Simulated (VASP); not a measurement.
# Na4AlO (P-1) in VASP: relaxation of cell and atoms with PBE

Aim: the relaxation of cell and atoms of Na4AlO with PBE.

Everything below comes from runs of VASP 6.6.1. Logs are shortened: lines on timing, memory, paths and dates and some standing lists are left out, and cuts for length are marked.

### 1 The cell of the first run

The typed cell holds 6 atoms: a = 4.019 Å, b = 4.605 Å, c = 7.227 Å, α = 99.65°, β = 101.91°, γ = 107.29°.

The cell was generated, and may not be a known phase.

### 2 Relaxation of cell and atoms, PBE

INCAR

```
SYSTEM = Na4AlO
ALGO = Normal
EDIFF = 1E-6
EDIFFG = -0.08
ENCUT = 600
GGA = PE
IBRION = 2
ISIF = 3
ISMEAR = 0
LASPH = .TRUE.
LCHARG = .FALSE.
LREAL = .FALSE.
LWAVE = .FALSE.
NELM = 60
NSW = 36
PREC = Accurate
SIGMA = 0.2
```

KPOINTS

```
k-points
0
G
  4 4 3
  0 0 0
```

POSCAR

```
Na4AlO
1.0
    4.0187257200      0.0000000000      0.0000000000
   -1.3687223000      4.3965423500      0.0000000000
   -1.4915811200     -1.7327828500      6.8560328300
Na Al O
4 1 1
Direct
    0.6823045800      0.2384205500      0.7661684300
    0.3176954200      0.7615794500      0.2338315700
    0.2765975000      0.2994053400      0.5310158300
    0.7234025000      0.7005946600      0.4689841700
    0.5000000000      0.0000000000      0.0000000000
    0.5000000000      0.5000000000      0.0000000000
```

Potentials or basis: VASP PAW PBE potentials, release 64 (Na_pv, Al, O).

The run is started by

```
$ cat potpaw_PBE.64/Na_pv/POTCAR potpaw_PBE.64/Al/POTCAR potpaw_PBE.64/O/POTCAR > POTCAR
$ mpirun -np 1 vasp_std > vasp.out
```

OUTCAR:

```text
SYSTEM = Na4AlO
   EDIFF = 1E-6
   EDIFFG = -0.08
   ENCUT = 600
   GGA = PE
   IBRION = 2
   ISIF = 3
   ISMEAR = 0
   LASPH = .TRUE.
   LREAL = .FALSE.
   NELM = 60
   NSW = 36
   PREC = Accurate

 ion  position               nearest neighbor table
   1  0.682  0.238  0.766-   3 2.22   6 2.28   5 2.29
   2  0.318  0.762  0.234-   4 2.22   6 2.28   5 2.29
   3  0.277  0.299  0.531-   1 2.22   4 2.34
   4  0.723  0.701  0.469-   2 2.22   3 2.34
   5  0.500  0.000  0.000-   1 2.29   2 2.29   6 2.30   6 2.30
   6  0.500  0.500  0.000-   1 2.28   2 2.28   5 2.30   5 2.30

  LATTYP: Found a triclinic cell.
 ALAT       =     4.6046699523
 B/A-ratio  =     1.1148312420
 C/A-ratio  =     1.6308673773
 COS(alpha) =     0.0238991047
 COS(beta)  =     0.3203426930
 COS(gamma) =     0.6642961161

  Lattice vectors:

 A1 = (  -1.3687223000,   4.3965423500,   0.0000000000)
 A2 = (   2.6500034200,   4.3965423500,   0.0000000000)
 A3 = (  -2.5271446000,   1.7327828500,  -6.8560328300)

Analysis of symmetry for initial positions (statically):
=====================================================================
 Subroutine PRICEL returns:
 Original cell was already a primitive cell.

 Routine SETGRP: Setting up the symmetry group for a
 triclinic supercell.

 Subroutine GETGRP returns: Found  2 space group operations
 (whereof  2 operations were pure point group operations)
 out of a pool of  2 trial point group operations.

The static configuration has the point symmetry S_2 .

Analysis of symmetry for dynamics (positions and initial velocities):
=====================================================================
 Subroutine PRICEL returns:
 Original cell was already a primitive cell.

 Routine SETGRP: Setting up the symmetry group for a
 triclinic supercell.

 Subroutine GETGRP returns: Found  2 space group operations
 (whereof  2 operations were pure point group operations)
 out of a pool of  2 trial point group operations.

The dynamic configuration has the point symmetry S_2 .

 Subroutine INISYM returns: Found  2 space group operations
 (whereof  2 operations are pure point group operations),
 and found     1 'primitive' translations

[... 121 lines left out ...]
     AMIX     =   0.40;   BMIX     =  1.00
     AMIX_MAG =   1.60;   BMIX_MAG =  1.00
  volume/ion in A,a.u.               =      20.19       136.24
  Fermi-wavevector in a.u.,A,eV,Ry     =   1.102515  2.083452 16.538421  1.215540
  Thomas-Fermi vector in A             =   2.238959
   LORBIT       =      0    0 simple, 1 ext, 2 COOP (PROOUT), +10 PAW based schemes
   GGA     = PE    functional components
   LHFCALC =     F    Hartree Fock is set to
   AEXX    =    0.0000 exact exchange contribution
   IVDW    =     0    specifies the selected vdW correction
   LEPSILON=     F    determine dielectric tensor
   LRPA    =     F    only Hartree local field effects (RPA)
 conjugate gradient relaxation of ions
 non-spin polarized calculation
 Gauss-broadening in eV      SIGMA  =   0.20
  energy-cutoff  :      600.00
  volume of cell :      121.14
 maximum number of plane-waves:      4072
   NGX = 17   NGY = 19   NGZ = 29

--------------------------------------- Ionic step        1  -------------------------------------------

 number of electron      37.0000008 magnetization

 Free energy of the ion-electron system (eV)
  ---------------------------------------------------
  ext. energy  EPLUGINS =         0.00000000
  ---------------------------------------------------
  free energy    TOTEN  =       -11.39803990 eV

  energy without entropy =      -11.34783636  energy(sigma->0) =      -11.37293813

------------------------ aborting loop because EDIFF is reached ----------------------------------------

  FORCE on cell =-STRESS in cart. coord.  units (eV):
  Direction    XX          YY          ZZ          XY          YZ          ZX
  --------------------------------------------------------------------------------------
  -------------------------------------------------------------------------------------
  Total        4.2458564      4.7076379      8.6199904      5.8407206     -9.4219263     -1.2074665
  in kB       56.1569308     62.2645877    114.0104998     77.2510692   -124.6171366    -15.9703031
  external PRESSURE =      77.4773394 kB  Pullay stress =       0.0000000 kB
[... 101 lines left out ...]
  FREE ENERGIE OF THE ION-ELECTRON SYSTEM (eV)
  ---------------------------------------------------
  free  energy   TOTEN  =       -14.4245536971 eV

  energy  without entropy=      -14.3867323157  energy(sigma->0) =      -14.40564301

[... ionic steps 4 to 27 ...]

--------------------------------------- Ionic step       28  -------------------------------------------

 number of electron      36.9999972 magnetization

------------------------ aborting loop because EDIFF is reached ----------------------------------------
[... 75 lines left out ...]
--------------------------------------- Ionic step       30  -------------------------------------------

 number of electron      37.0000048 magnetization

 Free energy of the ion-electron system (eV)
  ---------------------------------------------------
  ext. energy  EPLUGINS =         0.00000000
  ---------------------------------------------------
  free energy    TOTEN  =       -16.97046571 eV

  energy without entropy =      -16.93672225  energy(sigma->0) =      -16.95359398

 E-fermi :   2.0066     XC(G=0):  -7.7637

 val. band max:        1.9475885511   @ k =  -0.2500   0.2500  -0.0000
 cond. band min:       2.0536396942   @ k =   0.5000  -0.2500   0.3333
 fundamental gap:      0.1060511431
 Fermi energy:         2.0065729009

 k-point     1 :       0.0000    0.0000    0.0000
  band No.  band energies     occupation
      1     -22.8323      2.00000
      2     -22.8019      2.00000
      3     -22.7924      2.00000
      4     -22.7773      2.00000
      5     -22.7701      2.00000
      6     -22.7664      2.00000
[... 589 lines left out ...]
     21       4.1336      0.00000
     22       4.6226      0.00000

 [... further k-points ...]

------------------------ aborting loop because EDIFF is reached ----------------------------------------

  FORCE on cell =-STRESS in cart. coord.  units (eV):
  Direction    XX          YY          ZZ          XY          YZ          ZX
  --------------------------------------------------------------------------------------
  -------------------------------------------------------------------------------------
  Total        0.0132585      0.1752276     -0.0457470      0.0291870     -0.0681021     -0.1676931
  in kB        0.1527375      2.0186199     -0.5270051      0.3362344     -0.7845358     -1.9318228
  external PRESSURE =       0.5481174 kB  Pullay stress =       0.0000000 kB
[... 21 lines left out ...]
  FREE ENERGIE OF THE ION-ELECTRON SYSTEM (eV)
  ---------------------------------------------------
  free  energy   TOTEN  =       -16.9704657147 eV

  energy  without entropy=      -16.9367222516  energy(sigma->0) =      -16.95359398

 reached required accuracy - stopping structural energy minimisation
```

CONTCAR:

```text
Na4AlO
   1.00000000000000
     4.0146329915025927    0.6837570503735115    0.0991613501809062
    -0.6262338891988330    3.5766696722341869   -0.8635985924603672
    -1.6525172441225808   -2.5209345800603842    9.8801424688552846
  Na              Al              O
     4     1     1
Direct
     0.9183888425504999    0.2774081766055425    0.8331390069503747
     0.0816111574494998    0.7225918233944575    0.1668609930496255
     0.3032781250168288    0.4228545249997637    0.6084309384585513
     0.6967218749831714    0.5771454750002363    0.3915690615414485
     0.5000000000000000    0.0000000000000000    0.0000000000000000
     0.5000000000000000    0.5000000000000000    0.0000000000000000

  0.00000000E+00  0.00000000E+00  0.00000000E+00
  0.00000000E+00  0.00000000E+00  0.00000000E+00
  0.00000000E+00  0.00000000E+00  0.00000000E+00
  0.00000000E+00  0.00000000E+00  0.00000000E+00
  0.00000000E+00  0.00000000E+00  0.00000000E+00
  0.00000000E+00  0.00000000E+00  0.00000000E+00
```

Run time: 14 min. Hardware: 1 thread of Intel Xeon Platinum 8488C (Sapphire Rapids), shared host; peak memory 0.32 GiB.

Results:

```
Free energy                           : -16.9705 eV
Relaxed volume                        : 23.18 Å³/atom
Relaxed cell                          : a = 4.074 Å, b = 3.732 Å, c = 10.330 Å, α = 115.36°, β = 100.10°, γ = 90.58°
Space group after relaxing (to 0.1 Å) : P-1 (No. 2)
Energy gained by relaxing             : 928.7 meV/atom
Ionic steps                           : 30
Pressure after relaxing               : 0.1 GPa
Largest force after relaxing          : 0.051 eV/Å
Band gap on the k mesh                : zero (an odd number of electrons rules out a gap without spin polarisation)
```

Forces in eV/Å, atoms in the order of the input:
```
Na   0.010 -0.007 -0.049
Na  -0.010  0.007  0.049
Na   0.003  0.013  0.049
Na  -0.003 -0.013 -0.049
Al   0.000  0.000  0.000
O    0.000  0.000  0.000
```

Step by step:
| step | energy change (eV) | largest force (eV/Å) | pressure (GPa) | volume (Å³) |
| --- | --- | --- | --- | --- |
| 1 | 0.0000 | 2.4713 | 7.75 | 121.14 |
| 2 | -2.4545 | 1.4354 | 1.04 | 138.02 |
| 3 | -3.0265 | 1.3442 | -1.21 | 148.38 |
| 4 | -2.9311 | 1.3056 | -3.66 | 168.28 |
| 5 | -3.1418 | 1.3355 | -2.38 | 155.98 |
| 6 | -3.6791 | 1.0817 | -1.95 | 149.18 |
| 7 | -4.2630 | 0.6263 | -0.24 | 137.39 |
| 8 | -2.6169 | 2.5420 | 13.61 | 111.73 |
| 9 | -4.3148 | 0.7107 | 0.57 | 134.03 |
| 10 | -4.3237 | 0.8522 | 1.43 | 131.12 |
| 11 | -4.6370 | 0.8558 | 1.53 | 133.90 |
| 12 | -4.7510 | 0.8161 | 2.52 | 136.69 |
| 13 | -4.9710 | 0.4234 | -0.96 | 154.16 |
| 14 | -4.9710 | 0.4253 | -0.94 | 154.06 |
| 15 | -5.0939 | 0.3828 | -0.59 | 152.33 |
| 16 | -5.2038 | 0.5261 | 0.26 | 148.84 |
| 17 | -5.3177 | 0.4048 | -0.55 | 149.75 |
| 18 | -5.3584 | 0.2733 | -1.26 | 150.54 |
| 19 | -5.4213 | 0.2430 | -0.54 | 145.40 |
| 20 | -5.4336 | 0.2555 | 0.07 | 141.97 |
| 21 | -5.4670 | 0.2157 | 0.14 | 141.88 |
| 22 | -5.5065 | 0.1301 | 0.45 | 141.46 |
| 23 | -5.5222 | 0.1239 | -0.50 | 144.61 |
| 24 | -5.5222 | 0.1245 | -0.43 | 144.45 |
| 25 | -5.5392 | 0.0979 | -0.33 | 143.17 |
| 26 | -5.5572 | 0.1044 | -0.08 | 140.88 |
| 27 | -5.5312 | 0.3021 | 0.61 | 136.13 |
| 28 | -5.5591 | 0.1335 | 0.03 | 139.97 |
| 29 | -5.5701 | 0.0833 | 0.03 | 139.47 |
| 30 | -5.5724 | 0.0508 | 0.05 | 139.08 |

Final structure:
```xyz
6
Lattice="4.0146 0.6838 0.0992 -0.6262 3.5767 -0.8636 -1.6525 -2.5209 9.8801" Properties=species:S:1:pos:R:3 pbc="T T T"
Na    2.1365   -0.4801    8.0830
Na   -0.4006    2.2196    1.0327
Na   -0.0527    0.1860    5.6763
Na    1.7886    1.5535    3.4394
Al    2.0073    0.3419    0.0496
O     1.6942    2.1302   -0.3822
```

Caveat: the k points lie up to 0.42 Å⁻¹ apart in the final cell, too coarse for converged energies and pressures of a metal; a cell axis changed by over 15 % at a fixed basis, so the end point is rough; the relaxation stopped at a loose force limit of 0.08 eV/Å, so its end isn't a converged minimum.

The gap in the log of VASP goes by the Fermi energy; the results here count the filled bands.